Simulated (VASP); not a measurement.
# Sn3S5 (P4/mmm) in VASP: further runs

The runs below take Sn3S5 through single point, relaxation of cell and atoms, with PBE.

All numbers are computed with VASP 6.6.1; they aren't measurements. Logs are shortened: lines on timing, memory, paths and dates and some standing lists are left out, and cuts for length are marked.

### Step 1. The cell of the first run

It takes space group P4/mmm (No. 123, tetragonal). The conventional cell has a = 3.845 Å, b = 3.845 Å, c = 13.753 Å, α = 90.00°, β = 90.00°, γ = 90.00°. Sn (site symmetry 4mm) has 5 S at 2.47 to 2.78 Å within 3.3 Å. Within 4.1 Å of Sn (site symmetry 4/mmm) lie 8 S at 3.10 Å and 4 Sn at 3.85 Å. S (site symmetry 4mm) has 1 S at 2.34 Å and 4 Sn at 2.78 Å within 3.1 Å. S (site symmetry 4/mmm) has 2 S at 2.34 Å within 3.1 Å. S (site symmetry 4mm) has 5 Sn at 2.47 to 3.10 Å and 1 S at 2.96 Å within 3.3 Å.

The cell was generated, and may not be a known phase.

### Step 2. Single point, PBE

The input, INCAR:

```
SYSTEM = Sn3S5
ALGO = Normal
EDIFF = 1E-6
ENCUT = 520
GGA = PE
ISIF = 2
ISMEAR = 0
LASPH = .True.
LCHARG = .True.
LELF = .True.
LREAL = .False.
LVHAR = .True.
LWAVE = .False.
NBANDS = 46
NELM = 60
PREC = Accurate
SIGMA = 0.1
```

The input, KPOINTS:

```
k-points
0
Gamma
  8 8 4
  0 0 0
```

The input, POSCAR:

```
Sn3S5
1.0
    3.8454202028      0.0000000000      0.0000000000
    0.0000000000      3.8454202028      0.0000000000
    0.0000000000      0.0000000000     13.7529917042
Sn S
3 5
Direct
    0.5000000000      0.5000000000      0.2126176612
    0.5000000000      0.5000000000      0.7873823388
    0.0000000000      0.0000000000      0.5000000000
    0.0000000000      0.0000000000      0.1702326243
    0.0000000000      0.0000000000      0.8297673757
    0.0000000000      0.0000000000      0.0000000000
    0.5000000000      0.5000000000      0.3924350336
    0.5000000000      0.5000000000      0.6075649664
```

Potentials or basis: VASP PAW PBE potentials, release 64 (Sn_d, S).

Launch:

```bash
> cat potpaw_PBE.64/Sn_d/POTCAR potpaw_PBE.64/S/POTCAR > POTCAR
> mpirun -np 1 vasp_std > vasp.out
```

OUTCAR:

```text
SYSTEM = Sn3S5
   EDIFF = 1E-6
   ENCUT = 520
   GGA = PE
   ISIF = 2
   ISMEAR = 0
   LASPH = .True.
   LREAL = .False.
   NELM = 60
   PREC = Accurate

 ion  position               nearest neighbor table
   1  0.500  0.500  0.213-   7 2.47   4 2.78   4 2.78   4 2.78   4 2.78
   2  0.500  0.500  0.787-   8 2.47   5 2.78   5 2.78   5 2.78   5 2.78
   3  0.000  0.000  0.500-   7 3.10   8 3.10   7 3.10   8 3.10   7 3.10   8 3.10   7 3.10   8 3.10

   4  0.000  0.000  0.170-   6 2.34   1 2.78   1 2.78   1 2.78   1 2.78
   5  0.000  0.000  0.830-   6 2.34   2 2.78   2 2.78   2 2.78   2 2.78
   6  0.000  0.000  0.000-   4 2.34   5 2.34
   7  0.500  0.500  0.392-   1 2.47   3 3.10   3 3.10   3 3.10   3 3.10
   8  0.500  0.500  0.608-   2 2.47   3 3.10   3 3.10   3 3.10   3 3.10

  LATTYP: Found a simple tetragonal cell.
 ALAT       =     3.8454202028
 C/A-ratio  =     3.5764600431

  Lattice vectors:

 A1 = (   3.8454202028,   0.0000000000,   0.0000000000)
 A2 = (   0.0000000000,   3.8454202028,   0.0000000000)
 A3 = (   0.0000000000,   0.0000000000,  13.7529917042)

Analysis of symmetry for initial positions (statically):
=====================================================================
 Subroutine PRICEL returns:
 Original cell was already a primitive cell.

 Routine SETGRP: Setting up the symmetry group for a
 simple tetragonal supercell.

 Subroutine GETGRP returns: Found 16 space group operations
 (whereof 16 operations were pure point group operations)
 out of a pool of 16 trial point group operations.

The static configuration has the point symmetry D_4h.

Analysis of symmetry for dynamics (positions and initial velocities):
=====================================================================
 Subroutine PRICEL returns:
 Original cell was already a primitive cell.

 Routine SETGRP: Setting up the symmetry group for a
 simple tetragonal supercell.

 Subroutine GETGRP returns: Found 16 space group operations
 (whereof 16 operations were pure point group operations)
 out of a pool of 16 trial point group operations.

The dynamic configuration has the point symmetry D_4h.

 Subroutine INISYM returns: Found 16 space group operations
 (whereof 16 operations are pure point group operations),
 and found     1 'primitive' translations

----------------------------------------------------------------------------------------

                                     Primitive cell

  volume of cell :     203.3690

  direct lattice vectors                    reciprocal lattice vectors
     3.845420203  0.000000000  0.000000000     0.260049604  0.000000000  0.000000000
     0.000000000  3.845420203  0.000000000     0.000000000  0.260049604  0.000000000
     0.000000000  0.000000000 13.752991704     0.000000000  0.000000000  0.072711452

  length of vectors
     3.845420203  3.845420203 13.752991704     0.260049604  0.260049604  0.072711452

  position of ions in fractional coordinates (direct lattice)
     0.500000000  0.500000000  0.212617661
     0.500000000  0.500000000  0.787382339
     0.000000000  0.000000000  0.500000000
     0.000000000  0.000000000  0.170232624
     0.000000000  0.000000000  0.829767376
     0.000000000  0.000000000  0.000000000
     0.500000000  0.500000000  0.392435034
     0.500000000  0.500000000  0.607564966

  ion indices of the primitive-cell ions
   primitive index   ion index
                 1           1
                 2           2
                 3           3
                 4           4
                 5           5
                 6           6
                 7           7
                 8           8

----------------------------------------------------------------------------------------

 KPOINTS: k-points

Automatic generation of k-mesh.
 Grid dimensions read from file:
 generate k-points for:    8    8    4

 Generating k-lattice:

  Cartesian coordinates                     Fractional coordinates (reciprocal lattice)
     0.032506200  0.000000000  0.000000000     0.125000000  0.000000000  0.000000000
     0.000000000  0.032506200  0.000000000     0.000000000  0.125000000  0.000000000
     0.000000000  0.000000000  0.018177863     0.000000000  0.000000000  0.250000000

  Length of vectors
     0.032506200  0.032506200  0.018177863

  Shift w.r.t. Gamma in fractional coordinates (k-lattice)
     0.000000000  0.000000000  0.000000000

 Subroutine IBZKPT returns following result:
 ===========================================

 Found     45 irreducible k-points:

 Following reciprocal coordinates:
            Coordinates               Weight
  0.000000  0.000000  0.000000      1.000000
  0.125000  0.000000  0.000000      4.000000
  0.250000  0.000000  0.000000      4.000000
  0.375000  0.000000  0.000000      4.000000
  0.500000  0.000000  0.000000      2.000000
  0.125000  0.125000  0.000000      4.000000
[... 16 lines left out ...]
  0.375000  0.125000  0.250000     16.000000
  0.500000  0.125000  0.250000      8.000000
 [... further k-points ...]
   k-points           NKPTS =     45   k-points in BZ     NKDIM =     45   number of bands    NBANDS=     46
   number of dos      NEDOS =    301   number of ions     NIONS =      8
   total plane-waves  NPLWV =  97200
   dimension x,y,z NGX =    30 NGY =   30 NGZ =  108
   dimension x,y,z NGXF=    60 NGYF=   60 NGZF=  216
   ions per type =               3   5
   NGX,Y,Z   is equivalent  to a cutoff of  12.97, 12.97, 13.06 a.u.
   NGXF,Y,Z  is equivalent  to a cutoff of  25.94, 25.94, 26.11 a.u.
 SYSTEM =  Sn3S5
   PREC   = accura    normal or accurate (medium, high low for compatibility)
   ISTART =      0    job   : 0-new  1-cont  2-samecut
   ICHARG =      2    charge: 1-file 2-atom 10-const
   ISPIN  =      1    spin polarized calculation?
   LNONCOLLINEAR =      F non collinear calculations
   LSORBIT =      F    spin-orbit coupling
   LASPH  =      T    aspherical Exc in radial PAW
   ENCUT  =  520.0 eV  38.22 Ry    6.18 a.u.   7.15  7.15 25.57*2*pi/ulx,y,z
   NELM   =     60;   NELMIN=  2; NELMDL= -5     # of ELM steps
   EDIFF  = 0.1E-05   stopping-criterion for ELM
   LREAL  =      F    real-space projection
   EDIFFG = 0.1E-04   stopping-criterion for IOM
   NSW    =      0    number of steps for IOM
   IBRION =     -1    ionic relax: 0-MD 1-quasi-New 2-CG
   NFREE  =      0    steps in history (QN), initial steepest desc. (CG)
   ISIF   =      2    stress and relaxation
   ISYM   =      2    0-nonsym 1-usesym 2-fastsym
   POTIM  = 0.5000    time-step for ionic-motion
   TEBEG  =    0.0;   TEEND  =   0.0 temperature during run
   PSTRESS=    0.0 pullay stress
   NELECT =      72.0000    total number of electrons
   NUPDOWN=      -1.0000    fix difference up-down
   EMIN   =  10.00;   EMAX   =-10.00  energy-range for DOS
   EFERMI =   0.00;   METHOD = LEGACY
   ISMEAR =     0;   SIGMA  =   0.10  broadening in eV -4-tet -1-fermi 0-gaus
   EFERMI_NEDOS =   21; number of points for ismear=-14 and -15
   IALGO  =     38    algorithm
   IMIX   =      4    mixing-type and parameters
     AMIX     =   0.40;   BMIX     =  1.00
     AMIX_MAG =   1.60;   BMIX_MAG =  1.00
  volume/ion in A,a.u.               =      25.42       171.55
  Fermi-wavevector in a.u.,A,eV,Ry     =   1.158130  2.188549 18.249027  1.341266
  Thomas-Fermi vector in A             =   2.294735
   LORBIT       =      0    0 simple, 1 ext, 2 COOP (PROOUT), +10 PAW based schemes
   GGA     = PE    functional components
   LHFCALC =     F    Hartree Fock is set to
   AEXX    =    0.0000 exact exchange contribution
   IVDW    =     0    specifies the selected vdW correction
   LEPSILON=     F    determine dielectric tensor
   LRPA    =     F    only Hartree local field effects (RPA)
 non-spin polarized calculation
 Gauss-broadening in eV      SIGMA  =   0.10
  energy-cutoff  :      520.00
  volume of cell :      203.37
 maximum number of plane-waves:      5506
 NGX is ok and might be reduce to    30
   NGX = 15   NGY = 15   NGZ = 51

 number of electron      72.0000005 magnetization

 Free energy of the ion-electron system (eV)
  ---------------------------------------------------
  ext. energy  EPLUGINS =         0.00000000
  ---------------------------------------------------
  free energy    TOTEN  =       -32.75854404 eV

  energy without entropy =      -32.74167469  energy(sigma->0) =      -32.75010937

 E-fermi :   4.7429     XC(G=0):  -9.2774

 val. band max:        4.7390191488   @ k =   0.3750   0.1250   0.5000
 cond. band min:       4.7576113552   @ k =   0.1250   0.0000   0.5000
 fundamental gap:      0.0185922064
 Fermi energy:         4.7429436282

 k-point     1 :       0.0000    0.0000    0.0000
  band No.  band energies     occupation
      1     -16.7570      2.00000
      2     -16.7570      2.00000
      3     -16.7240      2.00000
      4     -16.7240      2.00000
      5     -16.7234      2.00000
      6     -16.7232      2.00000
[... 38 lines left out ...]
     45      10.0743      0.00000
     46      10.3239      0.00000

 k-point     2 :       0.1250    0.0000    0.0000
  band No.  band energies     occupation
      1     -16.7528      2.00000
      2     -16.7528      2.00000
      3     -16.7270      2.00000
      4     -16.7270      2.00000
      5     -16.7201      2.00000
      6     -16.7199      2.00000
[... 38 lines left out ...]
     45       9.9019      0.00000
     46       9.9679      0.00000

 k-point     3 :       0.2500    0.0000    0.0000
  band No.  band energies     occupation
      1     -16.7447      2.00000
      2     -16.7447      2.00000
      3     -16.7342      2.00000
      4     -16.7342      2.00000
      5     -16.7100      2.00000
      6     -16.7099      2.00000
[... 1018 lines left out ...]
     45       8.8305      0.00000
     46       9.4861      0.00000

 k-point    24 :       0.5000    0.1250    0.2500
  band No.  band energies     occupation
      1     -16.7508      2.00000
      2     -16.7507      2.00000
      3     -16.7308      2.00000
      4     -16.7308      2.00000
      5     -16.6913      2.00000
      6     -16.6911      2.00000
[... 38 lines left out ...]
     45       8.7403      0.00000
     46       9.2757      0.00000

 [... further k-points ...]
[... 5 lines left out ...]
  --------------------------------------------------------------------------------------
  -------------------------------------------------------------------------------------
  Total       -0.0751015     -0.0751015     -0.1181738      0.0000000      0.0000000     -0.0000000
  in kB       -0.5916629     -0.5916629     -0.9309939      0.0000000      0.0000000     -0.0000000
  external PRESSURE =      -0.7047732 kB  Pullay stress =       0.0000000 kB

 VOLUME and BASIS-vectors are now :
 -----------------------------------------------------------------------------
  energy-cutoff  :      520.00
  volume of cell :      203.37
      direct lattice vectors                 reciprocal lattice vectors
     3.845420203  0.000000000  0.000000000     0.260049604  0.000000000  0.000000000
     0.000000000  3.845420203  0.000000000     0.000000000  0.260049604  0.000000000
     0.000000000  0.000000000 13.752991704     0.000000000  0.000000000  0.072711452

 POSITION                                       TOTAL-FORCE (eV/Angst)
 -----------------------------------------------------------------------------------
      1.92271      1.92271      2.92413        -0.000000      0.000000      0.011244
      1.92271      1.92271     10.82886         0.000000     -0.000000     -0.011244
      0.00000      0.00000      6.87650         0.000000      0.000000      0.000000
      0.00000      0.00000      2.34121         0.000000      0.000000     -0.017497
      0.00000      0.00000     11.41178         0.000000      0.000000      0.017497
      0.00000      0.00000      0.00000         0.000000      0.000000      0.000000
      1.92271      1.92271      5.39716         0.000000     -0.000000     -0.009990
      1.92271      1.92271      8.35584         0.000000      0.000000      0.009990
 -----------------------------------------------------------------------------------
    total drift:                                0.000000      0.000000      0.000000

  FREE ENERGIE OF THE ION-ELECTRON SYSTEM (eV)
  ---------------------------------------------------
  free  energy   TOTEN  =       -32.7585440406 eV

  energy  without entropy=      -32.7416746895  energy(sigma->0) =      -32.75010937
```

Wall time 5.2 min (1 thread of Intel Xeon 6975P-C (Granite Rapids), shared host); peak memory 0.49 GiB.

What came out:

```
Free energy            : -32.7585 eV
Pressure               : -0.1 GPa
Largest force          : 0.017 eV/Å
Band gap on the k mesh : zero (bands 36 and 37 overlap by 2.14 eV)
```

Forces in eV/Å, atoms in the order of the input:
```
Sn   0.000  0.000  0.011
Sn   0.000  0.000 -0.011
Sn   0.000  0.000  0.000
S    0.000  0.000 -0.017
S    0.000  0.000  0.017
S    0.000  0.000  0.000
S    0.000  0.000 -0.010
S    0.000  0.000  0.010
```

Caveat: spin-orbit coupling is left out, which moves the levels of the heavy elements.

### Step 3. Relaxation of cell and atoms, PBE

This run uses another cell than the first one, of 26.31 Å³/atom.

The input, INCAR:

```
SYSTEM = Sn3S5
PREC = Accurate
ENCUT = 600
EDIFF = 1E-7
ISMEAR = 0
SIGMA = 0.2
LREAL = .FALSE.
LASPH = .TRUE.
NELM = 60
ALGO = Normal
ISIF = 3
LWAVE = .FALSE.
LCHARG = .FALSE.
GGA = PE
IBRION = 2
NSW = 36
EDIFFG = -0.08
```

The input, KPOINTS:

```
regular mesh
0
G
  4 4 2
  0 0 0
```

The input, POSCAR:

```
Sn3S5
1.0
    3.9158374500      0.0000000000      0.0000000000
    0.0000000000      3.9158374500      0.0000000000
    0.0000000000      0.0000000000     13.7240320000
Sn S
3 5
Direct
    0.5000000000      0.5000000000      0.1250000000
    0.5000000000      0.5000000000      0.8750000000
    0.0000000000      0.0000000000      0.5000000000
    0.0000000000      0.0000000000      0.2500000000
    0.0000000000      0.0000000000      0.7500000000
    0.0000000000      0.0000000000      0.0000000000
    0.5000000000      0.5000000000      0.3750000000
    0.5000000000      0.5000000000      0.6250000000
```

Potentials or basis: VASP PAW PBE potentials, release 64 (Sn_d, S).

Launch:

```bash
> cat potpaw_PBE.64/Sn_d/POTCAR potpaw_PBE.64/S/POTCAR > POTCAR
> mpirun -np 1 vasp_std > vasp.out
```

Wall time 7.1 min (1 thread of Intel Xeon 6975P-C (Granite Rapids), shared host); peak memory 0.4 GiB.

It converged, with:

* Free energy: -31.2097 eV
* Relaxed volume: 20.85 Å³/atom
* Relaxed cell: a = 3.557 Å, b = 3.557 Å, c = 13.182 Å, α = 90.00°, β = 90.00°, γ = 90.00°
* Space group after relaxing (to 0.1 Å): P4/mmm (No. 123)
* Energy gained by relaxing: 283.7 meV/atom
* Ionic steps: 9
* Pressure after relaxing: 0.1 GPa
* Largest force after relaxing: 0.017 eV/Å
* Band gap on the k mesh: zero (bands 36 and 37 overlap by 1.49 eV)

Forces in eV/Å, atoms in the order of the input:
```
Sn   0.000  0.000 -0.012
Sn   0.000  0.000  0.012
Sn   0.000  0.000  0.000
S    0.000  0.000 -0.017
S    0.000  0.000  0.017
S    0.000  0.000  0.000
S    0.000  0.000  0.006
S    0.000  0.000 -0.006
```

Stress tensor (GPa, compression positive):
```
0.02 0.00 0.00
0.00 0.02 0.00
0.00 0.00 0.12
```

The path:
```tsv
step	energy change (eV)	largest force (eV/Å)	pressure (GPa)	volume (Å³)
1	0.0000	0.9732	-8.39	210.44
2	-1.6357	1.2439	-2.34	171.20
3	-1.7314	1.3194	0.77	161.98
4	-1.9762	0.9277	1.11	160.76
5	-2.1606	0.4538	2.60	158.63
6	-2.2449	0.3171	-1.00	168.70
7	-2.2467	0.3337	-0.58	167.31
8	-2.2672	0.1175	-0.18	166.98
9	-2.2698	0.0174	0.06	166.81
```

Final structure:
```
CELL_PARAMETERS angstrom
3.55727 0.00000 0.00000
0.00000 3.55727 0.00000
0.00000 0.00000 13.18215
ATOMIC_POSITIONS crystal
Sn 0.50000 0.50000 0.14854
Sn 0.50000 0.50000 0.85146
Sn 0.00000 0.00000 0.50000
S 0.00000 0.00000 0.23753
S 0.00000 0.00000 0.76247
S 0.00000 0.00000 0.00000
S 0.50000 0.50000 0.38733
S 0.50000 0.50000 0.61267
```

Levels at points of the mesh, in eV from the Fermi level:
```
           k point  band 32  band 33  band 34  band 35  band 36  band 37  band 38  band 39  band 40  band 41
(0.00, 0.00, 0.00)    -1.16    -0.45    -0.45    -0.25    -0.25     0.14     0.17     1.97     3.65     4.59
(0.50, 0.00, 0.00)    -0.85    -0.29    -0.17     0.14     0.50     0.58     0.85     2.67     2.96     3.10
(0.50, 0.50, 0.00)    -2.58    -2.58    -2.33    -2.33    -1.58    -0.44    -0.42     1.16     2.38     2.38
(0.00, 0.00, 0.50)    -1.24    -0.77    -0.77    -0.60    -0.04    -0.04     0.74     2.35     3.55     4.04
(0.50, 0.00, 0.50)    -0.85    -0.61    -0.30    -0.29    -0.17     0.96     1.12     2.51     2.94     3.29
(0.50, 0.50, 0.50)    -2.84    -2.53    -2.16    -1.87    -1.87    -0.99     0.08     1.69     1.69     1.97
```

Caveat: the k points lie up to 0.44 Å⁻¹ apart in the final cell, too coarse for converged energies and pressures of a metal; the volume moved by over 15 % at a fixed basis, so the end points are rough; spin-orbit coupling is left out, which moves the levels of the heavy elements.

The gap in the log of VASP goes by the Fermi energy; the results here count the filled bands.